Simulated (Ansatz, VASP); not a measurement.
# One calculation of CaO, two programs

Contents of POSCAR:

```
CaO
1.0
    0.0000000000      2.6449200000      2.3510400000
    2.6449200000      0.0000000000      2.3510400000
    2.6449200000      2.6449200000      0.0000000000
Ca O
1 1
Direct
    0.0000000000      0.0000000000      0.0000000000
    0.5000000000      0.5000000000      0.5000000000
```

File INCAR.step1:

```
SYSTEM = CaO
ALGO = Normal
EDIFF = 1E-4
ENCUT = 520
GGA = PE
ISMEAR = 0
LASPH = .TRUE.
LCHARG = .FALSE.
LREAL = .FALSE.
LWAVE = .TRUE.
NBANDS = 15
NELM = 80
PREC = Accurate
SIGMA = 0.05
```

File INCAR.step2:

```
SYSTEM = CaO
ALGO = Normal
EDIFF = 1E-6
ENCUT = 520
ISIF = 2
ISMEAR = 0
ISTART = 1
LASPH = .TRUE.
LCHARG = .FALSE.
LMIXTAU = .TRUE.
LREAL = .FALSE.
LWAVE = .FALSE.
METAGGA = R2SCAN
NBANDS = 15
NELM = 80
PREC = Accurate
SIGMA = 0.05
```

Contents of KPOINTS:

```
k-points
0
G
  8 8 8
  0 0 0
```

Input for Ansatz:

```yaml
crystal:
  lattice:
    - [0.0, 2.64492, 2.35104]
    - [2.64492, 0.0, 2.35104]
    - [2.64492, 2.64492, 0.0]
  atoms:
    - { symbol: Ca, position: [0.0, 0.0, 0.0] }
    - { symbol: O, position: [0.5, 0.5, 0.5] }
basis:
  ecutwfc: 500
kpoints:
  mp_grid: { grid: [8, 8, 8] }
hamiltonian:
  xc: r2scan
scf:
  occupations: { method: gaussian, width: 0.05 }
output:
  forces: true
  stress: true
  eigenvalues: true
```

Change from the starting cell: strain +0.080 along x and y, -0.040 along z, atoms carried along.

Alike in both runs: task single point; functional r2SCAN; k mesh 8 × 8 × 8; occupations gaussian, width 0.05 eV; no spin polarisation.

|  | VASP | Ansatz |
| --- | --- | --- |
| version | VASP 6.6.1 | Ansatz 0.2.0 |
| potentials or method | VASP PAW PBE potentials, release 64 (Ca_sv, O), cutoff 520 eV | scalar-relativistic, plane waves, PAW |
| valence electrons in the cell | 16 | 16 |

VASP gave:

| Property | Result |
| --- | --- |
| gap on the k mesh at the Fermi level (eV) | 3.79 |
| least direct gap on the mesh (eV) | 3.79 |
| pressure (GPa) | -11.2 |
| traceless stress, the component that is largest in VASP (GPa) | 6.41 |

Problem. Which values does Ansatz return?

Solution. gap on the k mesh at the Fermi level (eV): 3.80; least direct gap on the mesh (eV): 3.80; pressure (GPa): -11.8; traceless stress, the component that is largest in VASP (GPa): 5.78.

VASP's potentials were made for PBE, not for r2SCAN.
